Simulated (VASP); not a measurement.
A run of VASP 6.6.1 is set up as follows.

The input POSCAR:

```
TaN
1.0
    2.9956224723      0.0000000000      0.0000000000
   -1.4978112361      2.5942851611      0.0000000000
    0.0000000000      0.0000000000      2.9395437670
Ta N
1 1
Direct
    0.0000000000      0.0000000000      0.5000000000
    0.6666666667      0.3333333333      0.0000000000
```

File INCAR.step1:

```
ALGO = Normal
EDIFF = 1E-5
ENCUT = 520
GGA = PE
ISIF = 2
ISMEAR = -1
LASPH = T
LCHARG = F
LREAL = F
LWAVE = T
NBANDS = 15
NELM = 80
PREC = Accurate
SIGMA = 0.05
```

Contents of INCAR.step2:

```
AEXX = 0.25
ALGO = Normal
EDIFF = 1E-6
ENCUT = 520
GGA = PE
ISIF = 2
ISMEAR = -1
ISTART = 1
LASPH = T
LCHARG = F
LHFCALC = T
LREAL = F
LWAVE = F
NBANDS = 15
NELM = 80
PREC = Accurate
PRECFOCK = Normal
SIGMA = 0.05
```

File KPOINTS:

```
k-points
0
Gamma
  6 6 6
```

Potentials or basis: VASP PAW PBE potentials, release 64 (Ta_pv, N).

The run is started by

```console
$ cat potpaw_PBE.64/Ta_pv/POTCAR potpaw_PBE.64/N/POTCAR > POTCAR
$ cp INCAR.step1 INCAR
$ mpirun -np 1 vasp_std > vasp.out
$ cp INCAR.step2 INCAR
$ mpirun -np 1 vasp_std > vasp.out
```

(1) Estimate the band gap on the k mesh.

(2) Predict the pressure.

Answers

(1) zero (bands 8 and 9 overlap by 0.81 eV).

(2) -22.5 GPa.

Caveat: the k points lie up to 0.40 Å⁻¹ apart, too coarse for converged energies and pressures of a metal; the PAW data sets were made with another functional, which shifts forces and pressure a little; spin-orbit coupling is left out, which moves the levels of the heavy elements.
